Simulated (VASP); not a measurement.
# C (P6_3/mmc) in VASP: a series of runs

Runs on C. Level: PBE. Tasks: single point.

The COD entry that gives the cell may itself be a prediction, so a difference from it is no test against experiment.

All numbers are computed with VASP 6.6.1; they aren't measurements. Logs are shortened: lines on timing, memory, paths and dates and some standing lists are left out, and cuts for length are marked.

### 1 The cell of the first run

The structure is hexagonal, space group P6_3/mmc (No. 194). Conventional cell: a = 2.644 Å, b = 2.644 Å, c = 8.097 Å, α = 90.00°, β = 90.00°, γ = 120.00°. C (site symmetry 3m) has 4 C at 1.51 to 1.61 Å within 2.0 Å. Within 2.0 Å of C (site symmetry 3m) lie 4 C at 1.53 to 1.61 Å.

### 2 Single point, PBE (strain +0.050 along x and y, -0.025 along z)

Input file INCAR:

```
SYSTEM = C
PREC = Accurate
ENCUT = 520
EDIFF = 1E-7
ISMEAR = 0
SIGMA = 0.05
LREAL = .False.
LASPH = .True.
NELM = 80
ALGO = Normal
ISIF = 2
LWAVE = .False.
LCHARG = .False.
GGA = PE
NBANDS = 26
```

Input file KPOINTS:

```
Automatic mesh
0
Gamma
  12 12 4
  0 0 0
```

Input file POSCAR:

```
C
1.0
    2.6439194161      0.0000000000      0.0000000000
   -1.3219597080      2.2897013799      0.0000000000
    0.0000000000      0.0000000000      8.0969734774
C
8
Direct
    0.0000000000      0.0000000000      0.0929681641
    0.0000000000      0.0000000000      0.5929681641
    0.0000000000      0.0000000000      0.4070318359
    0.0000000000      0.0000000000      0.9070318359
    0.3333333333      0.6666666667      0.1555285626
    0.6666666667      0.3333333333      0.6555285626
    0.3333333333      0.6666666667      0.3444714374
    0.6666666667      0.3333333333      0.8444714374
```

Potentials or basis: VASP PAW PBE potentials, release 64 (C).

On the command line:

```console
> cat potpaw_PBE.64/C/POTCAR > POTCAR
> mpirun -np 1 vasp_std > vasp.out
```

OUTCAR:

```text
SYSTEM = C
   PREC = Accurate
   ENCUT = 520
   EDIFF = 1E-7
   ISMEAR = 0
   LREAL = .False.
   LASPH = .True.
   NELM = 80
   ISIF = 2
   GGA = PE

 ion  position               nearest neighbor table
   1  0.000  0.000  0.093-   4 1.51   5 1.61   5 1.61   5 1.61
   2  0.000  0.000  0.593-   3 1.51   6 1.61   6 1.61   6 1.61
   3  0.000  0.000  0.407-   2 1.51   7 1.61   7 1.61   7 1.61
   4  0.000  0.000  0.907-   1 1.51   8 1.61   8 1.61   8 1.61
   5  0.333  0.667  0.156-   7 1.53   1 1.61   1 1.61   1 1.61
   6  0.667  0.333  0.656-   8 1.53   2 1.61   2 1.61   2 1.61
   7  0.333  0.667  0.344-   5 1.53   3 1.61   3 1.61   3 1.61
   8  0.667  0.333  0.844-   6 1.53   4 1.61   4 1.61   4 1.61

  LATTYP: Found a hexagonal cell.
 ALAT       =     2.6439194161
 C/A-ratio  =     3.0624887537

  Lattice vectors:

 A1 = (   2.6439194161,   0.0000000000,   0.0000000000)
 A2 = (  -1.3219597080,   2.2897013799,   0.0000000000)
 A3 = (   0.0000000000,   0.0000000000,   8.0969734774)

Analysis of symmetry for initial positions (statically):
=====================================================================
 Subroutine PRICEL returns:
 Original cell was already a primitive cell.

 Routine SETGRP: Setting up the symmetry group for a
 hexagonal supercell.

 Subroutine GETGRP returns: Found 24 space group operations
 (whereof 12 operations were pure point group operations)
 out of a pool of 24 trial point group operations.

The static configuration has the point symmetry D_3d.
 The point group associated with its full space group is D_6h.

Analysis of symmetry for dynamics (positions and initial velocities):
=====================================================================
 Subroutine PRICEL returns:
 Original cell was already a primitive cell.

 Routine SETGRP: Setting up the symmetry group for a
 hexagonal supercell.

 Subroutine GETGRP returns: Found 24 space group operations
 (whereof 12 operations were pure point group operations)
 out of a pool of 24 trial point group operations.

The dynamic configuration has the point symmetry D_3d.
 The point group associated with its full space group is D_6h.

 Subroutine INISYM returns: Found 24 space group operations
 (whereof 12 operations are pure point group operations),
 and found     1 'primitive' translations

----------------------------------------------------------------------------------------

                                     Primitive cell

[... 108 lines left out ...]
   ISIF   =      2    stress and relaxation
   ISYM   =      2    0-nonsym 1-usesym 2-fastsym
   POTIM  = 0.5000    time-step for ionic-motion
   TEBEG  =    0.0;   TEEND  =   0.0 temperature during run
   PSTRESS=    0.0 pullay stress
   NELECT =      32.0000    total number of electrons
   NUPDOWN=      -1.0000    fix difference up-down
   EMIN   =  10.00;   EMAX   =-10.00  energy-range for DOS
   EFERMI =   0.00;   METHOD = LEGACY
   ISMEAR =     0;   SIGMA  =   0.05  broadening in eV -4-tet -1-fermi 0-gaus
   EFERMI_NEDOS =   21; number of points for ismear=-14 and -15
   IALGO  =     38    algorithm
   IMIX   =      4    mixing-type and parameters
     AMIX     =   0.40;   BMIX     =  1.00
     AMIX_MAG =   1.60;   BMIX_MAG =  1.00
  volume/ion in A,a.u.               =       6.13        41.35
  Fermi-wavevector in a.u.,A,eV,Ry     =   1.420174  2.683740 27.441512  2.016894
  Thomas-Fermi vector in A             =   2.541117
   LORBIT       =      0    0 simple, 1 ext, 2 COOP (PROOUT), +10 PAW based schemes
   GGA     = PE    functional components
   LHFCALC =     F    Hartree Fock is set to
   AEXX    =    0.0000 exact exchange contribution
   IVDW    =     0    specifies the selected vdW correction
   LEPSILON=     F    determine dielectric tensor
   LRPA    =     F    only Hartree local field effects (RPA)
 non-spin polarized calculation
 Gauss-broadening in eV      SIGMA  =   0.05
  energy-cutoff  :      520.00
  volume of cell :       49.02
 maximum number of plane-waves:      1347
 NGX is ok and might be reduce to    20
   NGX =  9   NGY =  9   NGZ = 31

 number of electron      32.0000002 magnetization

 Free energy of the ion-electron system (eV)
  ---------------------------------------------------
  ext. energy  EPLUGINS =         0.00000000
  ---------------------------------------------------
  free energy    TOTEN  =       -71.79582126 eV

  energy without entropy =      -71.79582126  energy(sigma->0) =      -71.79582126

 E-fermi :   9.1474     XC(G=0): -12.8578

 val. band max:        8.8565763576   @ k =   0.0000   0.0000   0.0000
 cond. band min:      12.2681857021   @ k =   0.5000   0.0000   0.0000
 fundamental gap:      3.4116093446
 Fermi energy:         9.1474089991

 k-point     1 :       0.0000    0.0000    0.0000
  band No.  band energies     occupation
      1     -11.8583      2.00000
      2     -10.1127      2.00000
      3     -10.0310      2.00000
      4      -5.5484      2.00000
      5      -4.0352      2.00000
      6       2.9828      2.00000
[... 685 lines left out ...]
     25      18.9420      0.00000
     26      20.8042      0.00000

 [... further k-points ...]

------------------------ aborting loop because EDIFF is reached ----------------------------------------

  FORCE on cell =-STRESS in cart. coord.  units (eV):
  Direction    XX          YY          ZZ          XY          YZ          ZX
  --------------------------------------------------------------------------------------
  -------------------------------------------------------------------------------------
  Total      -15.3213999    -15.3213999      8.7104467     -0.0000000     -0.0000000      0.0000000
  in kB     -500.7941575   -500.7941575    284.7090231     -0.0000000     -0.0000000      0.0000000
  external PRESSURE =    -238.9597640 kB  Pullay stress =       0.0000000 kB

 VOLUME and BASIS-vectors are now :
 -----------------------------------------------------------------------------
  energy-cutoff  :      520.00
  volume of cell :       49.02
      direct lattice vectors                 reciprocal lattice vectors
     2.643919416  0.000000000  0.000000000     0.378226354  0.218369087  0.000000000
    -1.321959708  2.289701380  0.000000000     0.000000000  0.436738174  0.000000000
     0.000000000  0.000000000  8.096973477     0.000000000  0.000000000  0.123502936

 POSITION                                       TOTAL-FORCE (eV/Angst)
 -----------------------------------------------------------------------------------
      0.00000      0.00000      0.75276        -0.000000     -0.000000      0.101902
      0.00000      0.00000      4.80125         0.000000     -0.000000      0.101902
      0.00000      0.00000      3.29573        -0.000000     -0.000000     -0.101902
      0.00000      0.00000      7.34421         0.000000      0.000000     -0.101902
     -0.00000      1.52647      1.25931         0.000000      0.000000     -0.281469
      1.32196      0.76323      5.30780        -0.000000      0.000000     -0.281469
     -0.00000      1.52647      2.78918         0.000000     -0.000000      0.281469
      1.32196      0.76323      6.83766         0.000000      0.000000      0.281469
 -----------------------------------------------------------------------------------
    total drift:                                0.000000     -0.000000      0.000000

  FREE ENERGIE OF THE ION-ELECTRON SYSTEM (eV)
  ---------------------------------------------------
  free  energy   TOTEN  =       -71.7958212599 eV

  energy  without entropy=      -71.7958212599  energy(sigma->0) =      -71.79582126
```

OSZICAR:

```text
N       E                     dE             d eps       ncg     rms          rms(c)
DAV:   1     0.650565373631E+02    0.65057E+02   -0.16377E+04  2964   0.119E+03
DAV:   2    -0.683467606661E+02   -0.13340E+03   -0.12503E+03  3966   0.225E+02
DAV:   3    -0.738162970700E+02   -0.54695E+01   -0.54201E+01  4016   0.398E+01
DAV:   4    -0.738740912572E+02   -0.57794E-01   -0.57689E-01  3850   0.444E+00
DAV:   5    -0.738751085299E+02   -0.10173E-02   -0.10162E-02  3934   0.560E-01    0.101E+01
DAV:   6    -0.723134178151E+02    0.15617E+01   -0.10457E+00  3404   0.543E+00    0.603E+00
DAV:   7    -0.717915319558E+02    0.52189E+00   -0.13115E+00  3512   0.626E+00    0.123E+00
DAV:   8    -0.717955103609E+02   -0.39784E-02   -0.38798E-02  3848   0.108E+00    0.113E-01
DAV:   9    -0.717957270395E+02   -0.21668E-03   -0.84742E-04  3882   0.186E-01    0.381E-02
DAV:  10    -0.717958023763E+02   -0.75337E-04   -0.79741E-05  3696   0.575E-02    0.153E-02
DAV:  11    -0.717958204185E+02   -0.18042E-04   -0.14391E-05  3622   0.254E-02    0.291E-03
DAV:  12    -0.717958212241E+02   -0.80559E-06   -0.81460E-07  3916   0.608E-03    0.101E-03
DAV:  13    -0.717958212599E+02   -0.35845E-07   -0.11243E-07  2796   0.233E-03
   1 F= -.71795821E+02 E0= -.71795821E+02  d E =-.198282E-18
```

It took 35 s on 1 thread of Intel Xeon 6975P-C (Granite Rapids), shared host; peak memory 0.17 GiB.

Results:

```yaml
Free_energy: -71.7958 eV
Pressure: -23.9 GPa
Largest_force: 0.281 eV/Å
Band_gap_on_the_k_mesh: 3.41 eV, indirect (least direct gap 4.28 eV)
```

Forces on the atoms (eV/Å):
```
C    0.000  0.000  0.102
C    0.000  0.000  0.102
C    0.000  0.000 -0.102
C    0.000  0.000 -0.102
C    0.000  0.000 -0.281
C    0.000  0.000 -0.281
C    0.000  0.000  0.281
C    0.000  0.000  0.281
```

Stress tensor (GPa, compression positive):
```
-50.08   0.00   0.00
  0.00 -50.08   0.00
  0.00   0.00  28.47
```

Caveat: the cell differs from its parent crystal (strain +0.050 along x and y, -0.025 along z). A k mesh can miss the band edges.

### 3 Single point, PBE (strain +0.025 along x and y, +0.025 along z)

Input file INCAR:

```
  PREC = Accurate
  ENCUT = 520
  EDIFF = 1E-7
  ISMEAR = 0
  SIGMA = 0.05
  LREAL = F
  LASPH = T
  NELM = 60
  ALGO = Normal
  ISIF = 2
  LWAVE = F
  LCHARG = F
  GGA = PE
  NBANDS = 26
```

Input file KPOINTS:

```
Automatic mesh
0
Gamma
  12 12 4
```

Edit POSCAR of step 2 so:

```diff
@@ -2,5 +2,5 @@
 1.0
-    2.6439194161      0.0000000000      0.0000000000
-   -1.3219597080      2.2897013799      0.0000000000
-    0.0000000000      0.0000000000      8.0969734774
+    2.5809689538      0.0000000000      0.0000000000
+   -1.2904844769      2.2351846804      0.0000000000
+    0.0000000000      0.0000000000      8.5122028864
 C
```

Potentials or basis: VASP PAW PBE potentials, release 64 (C).

On the command line:

```console
> cat potpaw_PBE.64/C/POTCAR > POTCAR
> mpirun -np 1 vasp_std > vasp.out
```

Run time: 38 s. Hardware: 1 thread of Intel Xeon 6975P-C (Granite Rapids), shared host; peak memory 0.18 GiB.

The run converged. Its results:

```yaml
Free_energy: -72.3616 eV
Pressure: -27.6 GPa
Largest_force: 0.054 eV/Å
Band_gap_on_the_k_mesh: 4.35 eV, indirect (least direct gap 5.13 eV)
```

Forces in eV/Å, atoms in the order of the input:
```
C    0.000  0.000  0.024
C    0.000  0.000  0.024
C    0.000  0.000 -0.024
C    0.000  0.000 -0.024
C    0.000  0.000 -0.054
C    0.000  0.000 -0.054
C    0.000  0.000  0.054
C    0.000  0.000  0.054
```

Stress tensor (GPa, compression positive):
```
-27.50   0.00   0.00
  0.00 -27.50   0.00
  0.00   0.00 -27.71
```

Levels at points of the mesh, in eV from the valence-band top:
| k point | band 12 | band 13 | band 14 | band 15 | band 16 | band 17 | band 18 | band 19 | band 20 | band 21 |
| --- | --- | --- | --- | --- | --- | --- | --- | --- | --- | --- |
| (0.00, 0.00, 0.00) | -1.60 | -1.60 | -0.19 | 0.00 | 0.00 | 5.13 | 5.13 | 5.27 | 6.84 | 6.84 |
| (0.50, 0.00, 0.00) | -4.65 | -4.56 | -4.36 | -3.39 | -2.75 | 4.43 | 5.28 | 5.77 | 5.82 | 6.19 |
| (0.00, 0.00, 0.50) | -2.44 | -0.60 | -0.60 | -0.60 | -0.60 | 5.84 | 5.84 | 5.84 | 5.84 | 6.33 |
| (0.50, 0.00, 0.50) | -5.55 | -4.40 | -4.40 | -3.39 | -3.39 | 4.75 | 4.75 | 6.73 | 6.73 | 7.22 |

Caveat: the cell differs from its parent crystal (strain +0.025 along x and y, +0.025 along z).

### 4 Single point, PBE (strain +0.050 along x and y, +0.000 along z)

Input file INCAR:

```
PREC = Accurate ; ENCUT = 520
EDIFF = 1E-7 ; ISMEAR = 0
SIGMA = 0.05 ; LREAL = F
LASPH = T ; NELM = 80
ALGO = Normal ; ISIF = 2
LWAVE = F ; LCHARG = F
GGA = PE ; NBANDS = 26
```

KPOINTS is that of step 3.

Edit POSCAR of step 3 so:

```diff
@@ -2,5 +2,5 @@
 1.0
-    2.5809689538      0.0000000000      0.0000000000
-   -1.2904844769      2.2351846804      0.0000000000
-    0.0000000000      0.0000000000      8.5122028864
+    2.6439194161      0.0000000000      0.0000000000
+   -1.3219597080      2.2897013799      0.0000000000
+    0.0000000000      0.0000000000      8.3045881819
 C
```

Potentials or basis: VASP PAW PBE potentials, release 64 (C).

On the command line:

```console
> cat potpaw_PBE.64/C/POTCAR > POTCAR
> mpirun -np 1 vasp_std > vasp.out
```

OUTCAR:

```text
PREC = Accurate
   ENCUT = 520
   EDIFF = 1E-7
   ISMEAR = 0
   LREAL = F
   LASPH = T
   NELM = 80
   ISIF = 2
   GGA = PE

 ion  position               nearest neighbor table
   1  0.000  0.000  0.093-   4 1.54   5 1.61   5 1.61   5 1.61
   2  0.000  0.000  0.593-   3 1.54   6 1.61   6 1.61   6 1.61
   3  0.000  0.000  0.407-   2 1.54   7 1.61   7 1.61   7 1.61
   4  0.000  0.000  0.907-   1 1.54   8 1.61   8 1.61   8 1.61
   5  0.333  0.667  0.156-   7 1.57   1 1.61   1 1.61   1 1.61
   6  0.667  0.333  0.656-   8 1.57   2 1.61   2 1.61   2 1.61
   7  0.333  0.667  0.344-   5 1.57   3 1.61   3 1.61   3 1.61
   8  0.667  0.333  0.844-   6 1.57   4 1.61   4 1.61   4 1.61

  LATTYP: Found a hexagonal cell.
 ALAT       =     2.6439194161
 C/A-ratio  =     3.1410141063

  Lattice vectors:

 A1 = (   2.6439194161,   0.0000000000,   0.0000000000)
 A2 = (  -1.3219597080,   2.2897013799,   0.0000000000)
 A3 = (   0.0000000000,   0.0000000000,   8.3045881819)

Analysis of symmetry for initial positions (statically):
=====================================================================
[... 187 lines left out ...]
 E-fermi :   8.6891     XC(G=0): -12.7362

 val. band max:        8.4661379207   @ k =   0.0000   0.0000   0.0000
 cond. band min:      12.1889961406   @ k =   0.5000   0.0000   0.0000
 fundamental gap:      3.7228582198
 Fermi energy:         8.6891492184

 k-point     1 :       0.0000    0.0000    0.0000
  band No.  band energies     occupation
      1     -11.8681      2.00000
      2     -10.2186      2.00000
      3     -10.1288      2.00000
      4      -6.0794      2.00000
      5      -4.0774      2.00000
      6       2.5000      2.00000
[... 685 lines left out ...]
     25      17.9579      0.00000
     26      20.0346      0.00000

 [... further k-points ...]
[... 5 lines left out ...]
  --------------------------------------------------------------------------------------
  -------------------------------------------------------------------------------------
  Total      -15.5130614    -15.5130614     -0.6466771     -0.0000000     -0.0000000      0.0000000
  in kB     -494.3823212   -494.3823212    -20.6088100     -0.0000000     -0.0000000      0.0000000
  external PRESSURE =    -336.4578175 kB  Pullay stress =       0.0000000 kB

 VOLUME and BASIS-vectors are now :
 -----------------------------------------------------------------------------
  energy-cutoff  :      520.00
  volume of cell :       50.27
      direct lattice vectors                 reciprocal lattice vectors
     2.643919416  0.000000000  0.000000000     0.378226354  0.218369087  0.000000000
    -1.321959708  2.289701380  0.000000000     0.000000000  0.436738174  0.000000000
     0.000000000  0.000000000  8.304588182     0.000000000  0.000000000  0.120415363

 POSITION                                       TOTAL-FORCE (eV/Angst)
 -----------------------------------------------------------------------------------
      0.00000      0.00000      0.77206         0.000000      0.000000     -0.044611
      0.00000      0.00000      4.92436        -0.000000      0.000000     -0.044611
      0.00000      0.00000      3.38023         0.000000     -0.000000      0.044611
      0.00000      0.00000      7.53253         0.000000     -0.000000      0.044611
     -0.00000      1.52647      1.29160        -0.000000      0.000000     -0.077993
      1.32196      0.76323      5.44389        -0.000000     -0.000000     -0.077993
     -0.00000      1.52647      2.86069        -0.000000      0.000000      0.077993
      1.32196      0.76323      7.01299        -0.000000     -0.000000      0.077993
 -----------------------------------------------------------------------------------
    total drift:                                0.000000     -0.000000      0.000000

  FREE ENERGIE OF THE ION-ELECTRON SYSTEM (eV)
  ---------------------------------------------------
  free  energy   TOTEN  =       -71.8971994580 eV

  energy  without entropy=      -71.8971994580  energy(sigma->0) =      -71.89719946
```

stdout:

```text
POSCAR found type information on POSCAR C
 POSCAR found :  1 types and       8 ions
 scaLAPACK will be used
 LDA part: xc-table for (Slater+PW92), standard interpolation
 POSCAR, INCAR and KPOINTS ok, starting setup
 FFT: planning ... GRIDC
 FFT: planning ... GRID_SOFT
 FFT: planning ... GRID
 WAVECAR not read
 entering main loop
```

Wall time 34 s (1 thread of Intel Xeon 6975P-C (Granite Rapids), shared host); peak memory 0.18 GiB.

Results:

- Free energy: -71.8972 eV
- Pressure: -33.6 GPa
- Largest force: 0.078 eV/Å
- Band gap on the k mesh: 3.72 eV, indirect (least direct gap 4.53 eV)

Forces in eV/Å, atoms in the order of the input:
```
C    0.000  0.000 -0.045
C    0.000  0.000 -0.045
C    0.000  0.000  0.045
C    0.000  0.000  0.045
C    0.000  0.000 -0.078
C    0.000  0.000 -0.078
C    0.000  0.000  0.078
C    0.000  0.000  0.078
```

Levels at points of the mesh, in eV from the valence-band top:
```
           k point  band 12  band 13  band 14  band 15  band 16  band 17  band 18  band 19  band 20  band 21
(0.00, 0.00, 0.00)    -1.87    -1.87    -0.32     0.00     0.00     4.53     4.53     5.93     6.08     6.08
(0.50, 0.00, 0.00)    -4.71    -4.62    -4.08    -3.29    -2.51     3.72     5.00     5.36     6.03     6.64
(0.00, 0.00, 0.50)    -2.18    -0.73    -0.73    -0.73    -0.73     5.37     5.37     5.37     5.37     5.93
(0.50, 0.00, 0.50)    -5.73    -4.34    -4.34    -3.27    -3.27     4.09     4.09     6.80     6.80     7.26
```

Caveat: the cell differs from its parent crystal (strain +0.050 along x and y, +0.000 along z).

(Continued in part 2 of 2.)
